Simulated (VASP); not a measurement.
# AlCu3 (Pm-3m) in VASP: further runs, part 3 of 3

VASP 6.6.1. The steps go on from the part before.

## (5) Single point, r2SCAN (13.28 Å³/atom)

This run uses another cell than the first one, of 13.28 Å³/atom.

Input file POSCAR:

```
AlCu3
1.0
    3.7593745829      0.0000000000      0.0000000000
    0.0000000000      3.7593745829      0.0000000000
    0.0000000000      0.0000000000      3.7593745829
Al Cu
1 3
Direct
    0.0000000000      0.0000000000      0.0000000000
    0.5000000000      0.5000000000      0.0000000000
    0.5000000000      0.0000000000      0.5000000000
    0.0000000000      0.5000000000      0.5000000000
```

Input file INCAR.step1:

```
ALGO     = Normal         # electronic algorithm
EDIFF    = 1E-4           # SCF threshold, eV
ENCUT    = 520            # plane-wave cutoff, eV
GGA      = PE             # functional
ISMEAR   = 0              # smearing method
LASPH    = T              # aspherical terms in the spheres
LCHARG   = F              # write CHGCAR
LREAL    = F              # projectors in reciprocal space
LWAVE    = T              # write WAVECAR
NBANDS   = 26             # bands
NELM     = 80             # most SCF steps
PREC     = Accurate       # precision mode
SIGMA    = 0.1            # smearing width, eV
```

Input file INCAR.step2:

```
ALGO     = Normal         # electronic algorithm
EDIFF    = 1E-6           # SCF threshold, eV
ENCUT    = 520            # plane-wave cutoff, eV
ISIF     = 2              # what is computed and relaxed
ISMEAR   = 0              # smearing method
ISTART   = 1            
LASPH    = T              # aspherical terms in the spheres
LCHARG   = F              # write CHGCAR
LMIXTAU  = T            
LREAL    = F              # projectors in reciprocal space
LWAVE    = F              # write WAVECAR
METAGGA  = R2SCAN         # meta-GGA
NBANDS   = 26             # bands
NELM     = 80             # most SCF steps
PREC     = Accurate       # precision mode
SIGMA    = 0.1            # smearing width, eV
```

Input file KPOINTS:

```
k-points
0
Gamma
  12 12 12
```

Potentials or basis: VASP PAW PBE potentials, release 64 (Al, Cu).

The run is started by

```console
cat potpaw_PBE.64/Al/POTCAR potpaw_PBE.64/Cu/POTCAR > POTCAR
cp INCAR.step1 INCAR
mpirun -np 1 vasp_std > vasp.out
cp INCAR.step2 INCAR
mpirun -np 1 vasp_std > vasp.out
```

OUTCAR:

```text
EDIFF = 1E-6
   ENCUT = 520
   ISIF = 2
   ISMEAR = 0
   ISTART = 1
   LASPH = T
   LREAL = F
   METAGGA = R2SCAN
   NELM = 80
   PREC = Accurate

 ion  position               nearest neighbor table
   1  0.000  0.000  0.000-   2 2.66   3 2.66   4 2.66   3 2.66   4 2.66   2 2.66   4 2.66   4 2.66
                             2 2.66   3 2.66   3 2.66   2 2.66
   2  0.500  0.500  0.000-   1 2.66   3 2.66   4 2.66   3 2.66   4 2.66   1 2.66   3 2.66   3 2.66
                             1 2.66   4 2.66   4 2.66   1 2.66
   3  0.500  0.000  0.500-   1 2.66   2 2.66   4 2.66   1 2.66   2 2.66   2 2.66   4 2.66   2 2.66
                             1 2.66   4 2.66   1 2.66   4 2.66
   4  0.000  0.500  0.500-   1 2.66   2 2.66   3 2.66   1 2.66   2 2.66   1 2.66   3 2.66   1 2.66
                             2 2.66   3 2.66   2 2.66   3 2.66

  LATTYP: Found a simple cubic cell.
 ALAT       =     3.7593745829

  Lattice vectors:

 A1 = (   3.7593745829,   0.0000000000,   0.0000000000)
 A2 = (   0.0000000000,   3.7593745829,   0.0000000000)
 A3 = (   0.0000000000,   0.0000000000,   3.7593745829)

Analysis of symmetry for initial positions (statically):
=====================================================================
 Subroutine PRICEL returns:
 Original cell was already a primitive cell.

 Routine SETGRP: Setting up the symmetry group for a
 simple cubic supercell.

 Subroutine GETGRP returns: Found 48 space group operations
 (whereof 48 operations were pure point group operations)
 out of a pool of 48 trial point group operations.

The static configuration has the point symmetry O_h .

Analysis of symmetry for dynamics (positions and initial velocities):
=====================================================================
 Subroutine PRICEL returns:
 Original cell was already a primitive cell.

 Routine SETGRP: Setting up the symmetry group for a
 simple cubic supercell.

 Subroutine GETGRP returns: Found 48 space group operations
 (whereof 48 operations were pure point group operations)
 out of a pool of 48 trial point group operations.

The dynamic configuration has the point symmetry O_h .

 Subroutine INISYM returns: Found 48 space group operations
 (whereof 48 operations are pure point group operations),
 and found     1 'primitive' translations

----------------------------------------------------------------------------------------

                                     Primitive cell

  volume of cell :      53.1309

  direct lattice vectors                    reciprocal lattice vectors
     3.759374583  0.000000000  0.000000000     0.266001692  0.000000000  0.000000000
     0.000000000  3.759374583  0.000000000     0.000000000  0.266001692  0.000000000
     0.000000000  0.000000000  3.759374583     0.000000000  0.000000000  0.266001692

  length of vectors
     3.759374583  3.759374583  3.759374583     0.266001692  0.266001692  0.266001692

  position of ions in fractional coordinates (direct lattice)
     0.000000000  0.000000000  0.000000000
     0.500000000  0.500000000  0.000000000
     0.500000000  0.000000000  0.500000000
     0.000000000  0.500000000  0.500000000

  ion indices of the primitive-cell ions
   primitive index   ion index
                 1           1
                 2           2
                 3           3
                 4           4

----------------------------------------------------------------------------------------

 KPOINTS: k-points

Automatic generation of k-mesh.
 Grid dimensions read from file:
 generate k-points for:   12   12   12

 Generating k-lattice:

  Cartesian coordinates                     Fractional coordinates (reciprocal lattice)
     0.022166808  0.000000000  0.000000000     0.083333333  0.000000000  0.000000000
     0.000000000  0.022166808  0.000000000     0.000000000  0.083333333  0.000000000
     0.000000000  0.000000000  0.022166808     0.000000000  0.000000000  0.083333333

  Length of vectors
     0.022166808  0.022166808  0.022166808

  Shift w.r.t. Gamma in fractional coordinates (k-lattice)
     0.000000000  0.000000000  0.000000000

 Subroutine IBZKPT returns following result:
 ===========================================

 Found     84 irreducible k-points:

 Following reciprocal coordinates:
            Coordinates               Weight
  0.000000  0.000000  0.000000      1.000000
  0.083333  0.000000  0.000000      6.000000
  0.166667  0.000000  0.000000      6.000000
  0.250000  0.000000  0.000000      6.000000
  0.333333  0.000000  0.000000      6.000000
  0.416667  0.000000  0.000000      6.000000
[... 16 lines left out ...]
  0.333333  0.333333  0.000000     12.000000
  0.416667  0.333333  0.000000     24.000000
 [... further k-points ...]
   k-points           NKPTS =     84   k-points in BZ     NKDIM =     84   number of bands    NBANDS=     26
   number of dos      NEDOS =    301   number of ions     NIONS =      4
   total plane-waves  NPLWV =  21952
   dimension x,y,z NGX =    28 NGY =   28 NGZ =   28
   dimension x,y,z NGXF=    56 NGYF=   56 NGZF=   56
   ions per type =               1   3
   NGX,Y,Z   is equivalent  to a cutoff of  12.38, 12.38, 12.38 a.u.
   NGXF,Y,Z  is equivalent  to a cutoff of  24.76, 24.76, 24.76 a.u.
 SYSTEM =  unknown system
   PREC   = accura    normal or accurate (medium, high low for compatibility)
   ISTART =      1    job   : 0-new  1-cont  2-samecut
   ICHARG =      0    charge: 1-file 2-atom 10-const
   ISPIN  =      1    spin polarized calculation?
   LNONCOLLINEAR =      F non collinear calculations
   LSORBIT =      F    spin-orbit coupling
   LASPH  =      T    aspherical Exc in radial PAW
   ENCUT  =  520.0 eV  38.22 Ry    6.18 a.u.   6.99  6.99  6.99*2*pi/ulx,y,z
   NELM   =     80;   NELMIN=  2; NELMDL=  0     # of ELM steps
   EDIFF  = 0.1E-05   stopping-criterion for ELM
   LREAL  =      F    real-space projection
   EDIFFG = 0.1E-04   stopping-criterion for IOM
   NSW    =      0    number of steps for IOM
   IBRION =     -1    ionic relax: 0-MD 1-quasi-New 2-CG
   NFREE  =      0    steps in history (QN), initial steepest desc. (CG)
   ISIF   =      2    stress and relaxation
   ISYM   =      2    0-nonsym 1-usesym 2-fastsym
   POTIM  = 0.5000    time-step for ionic-motion
   TEBEG  =    0.0;   TEEND  =   0.0 temperature during run
   PSTRESS=    0.0 pullay stress
   NELECT =      36.0000    total number of electrons
   NUPDOWN=      -1.0000    fix difference up-down
   EMIN   =  10.00;   EMAX   =-10.00  energy-range for DOS
   EFERMI =   0.00;   METHOD = LEGACY
   ISMEAR =     0;   SIGMA  =   0.10  broadening in eV -4-tet -1-fermi 0-gaus
   EFERMI_NEDOS =   21; number of points for ismear=-14 and -15
   IALGO  =     38    algorithm
   IMIX   =      4    mixing-type and parameters
     AMIX     =   0.40;   BMIX     =  1.00
     AMIX_MAG =   1.60;   BMIX_MAG =  1.00
  volume/ion in A,a.u.               =      13.28        89.64
  Fermi-wavevector in a.u.,A,eV,Ry     =   1.437894  2.717225 28.130560  2.067538
  Thomas-Fermi vector in A             =   2.556921
   LORBIT       =      0    0 simple, 1 ext, 2 COOP (PROOUT), +10 PAW based schemes
   METAGGA = R2SCAN    functional components
   LHFCALC =     F    Hartree Fock is set to
   AEXX    =    0.0000 exact exchange contribution
   IVDW    =     0    specifies the selected vdW correction
   LEPSILON=     F    determine dielectric tensor
   LRPA    =     F    only Hartree local field effects (RPA)
 non-spin polarized calculation
 Gauss-broadening in eV      SIGMA  =   0.10
  energy-cutoff  :      520.00
  volume of cell :       53.13
 maximum number of plane-waves:      1472
 NGX is ok and might be reduce to    28
   NGX = 13   NGY = 13   NGZ = 13

 number of electron      36.0000019 magnetization

 Free energy of the ion-electron system (eV)
  ---------------------------------------------------
  ext. energy  EPLUGINS =         0.00000000
  ---------------------------------------------------
  free energy    TOTEN  =       -39.80231449 eV

  energy without entropy =      -39.79863041  energy(sigma->0) =      -39.80047245

 E-fermi :   7.3527     XC(G=0): -12.7751

 val. band max:        7.3421194882   @ k =   0.1667   0.0833   0.0000
 cond. band min:       7.3731936964   @ k =   0.0833   0.0000   0.0000
 fundamental gap:      0.0310742082
 Fermi energy:         7.3526668046

 k-point     1 :       0.0000    0.0000    0.0000
  band No.  band energies     occupation
      1      -3.0404      2.00000
      2       2.3728      2.00000
      3       2.8755      2.00000
      4       2.8755      2.00000
      5       3.1447      2.00000
      6       3.1447      2.00000
[... 685 lines left out ...]
     25      17.0508      0.00000
     26      18.0048      0.00000

 [... further k-points ...]
[... 5 lines left out ...]
  --------------------------------------------------------------------------------------
  -------------------------------------------------------------------------------------
  Total       -3.7273921     -3.7273921     -3.7273921     -0.0000000      0.0000000      0.0000000
  in kB     -112.4006590   -112.4006590   -112.4006590     -0.0000000      0.0000000      0.0000000
  external PRESSURE =    -112.4006590 kB  Pullay stress =       0.0000000 kB

 VOLUME and BASIS-vectors are now :
 -----------------------------------------------------------------------------
  energy-cutoff  :      520.00
  volume of cell :       53.13
      direct lattice vectors                 reciprocal lattice vectors
     3.759374583  0.000000000  0.000000000     0.266001692  0.000000000  0.000000000
     0.000000000  3.759374583  0.000000000     0.000000000  0.266001692  0.000000000
     0.000000000  0.000000000  3.759374583     0.000000000  0.000000000  0.266001692

 POSITION                                       TOTAL-FORCE (eV/Angst)
 -----------------------------------------------------------------------------------
      0.00000      0.00000      0.00000         0.000000      0.000000      0.000000
      1.87969      1.87969      0.00000         0.000000      0.000000      0.000000
      1.87969      0.00000      1.87969         0.000000      0.000000      0.000000
      0.00000      1.87969      1.87969         0.000000      0.000000      0.000000
 -----------------------------------------------------------------------------------
    total drift:                                0.000000      0.000000      0.000000

  FREE ENERGIE OF THE ION-ELECTRON SYSTEM (eV)
  ---------------------------------------------------
  free  energy   TOTEN  =       -39.8023144925 eV

  energy  without entropy=      -39.7986304121  energy(sigma->0) =      -39.80047245
```

It took 2.3 min on 1 thread of Intel Xeon 6975P-C (Granite Rapids), shared host; peak memory 0.23 GiB.

Results:

- Free energy: -39.8023 eV
- Pressure: -11.2 GPa
- Band gap on the k mesh: zero (bands 18 and 19 overlap by 5.37 eV)

Caveat: the cell stands under tension; the PAW data sets were made with another functional, which shifts forces and pressure a little.

## (6) The runs side by side

```tsv
cell	gap on the mesh (eV)	pressure (GPa)
a = 3.713 Å, 4 atoms	none	-7.3
a = 3.678 Å, 4 atoms	none	-3.8
a = 3.759 Å, 4 atoms	none	-11.2
```

Alike in all rows: task single point; level r2SCAN; potentials or basis VASP PAW PBE potentials, release 64 (Al, Cu); no spin polarisation; k mesh 12 × 12 × 12; cutoff (eV) 520; smearing gaussian 0.1 eV.

Caveats: the cell stands under tension; the PAW data sets were made with another functional, which shifts forces and pressure a little.

Absolute energies hang on the potentials; compare differences alone.

The gap in the log of VASP goes by the Fermi energy; the results here count the filled bands.